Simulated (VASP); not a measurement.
ZrC:

```
CELL_PARAMETERS angstrom
0.00000 2.31672 2.31672
2.31672 0.00000 2.31672
2.31672 2.31672 0.00000
ATOMIC_POSITIONS crystal
Zr 0.50000 0.50000 0.50000
C 0.00000 0.00000 0.00000
```

| Property | Result |
| --- | --- |
| Program | VASP 6.6.1 |
| Task | relaxation of cell and atoms |
| Functional | PBEsol |
| Potentials or basis | VASP PAW PBE potentials, release 64 (Zr_sv, C) |
| Cutoff | 600 eV |
| k mesh | 12 × 12 × 12 |
| Occupations | fermi-dirac, width 0.05 eV |
| Spin | no spin polarisation |

At the start: pressure 6.0 GPa; volume 12.43 Å³/atom.

Q: Where does the relaxation end?

A: Over 4 steps the energy falls by 5.7 meV/atom and the volume is 12.74 Å³/atom (+2.5 %); space group Fm-3m (No. 225, to 0.05 Å).

Step by step:
```tsv
step	energy change (eV)	largest force (eV/Å)	pressure (GPa)	volume (Å³)
1	0.0000	0.0000	6.04	24.87
2	0.0217	0.0000	-9.21	26.59
3	-0.0113	0.0000	-0.07	25.49
4	-0.0113	0.0000	0.04	25.48
```

Final structure:
```
Zr C
1.0
     0.00000    2.33550    2.33550
     2.33550    0.00000    2.33550
     2.33550    2.33550    0.00000
Zr C
1 1
Direct
  0.50000 0.50000 0.50000
  0.00000 0.00000 0.00000
```

Caveat: the PAW data sets were made with another functional, which shifts forces and pressure a little.
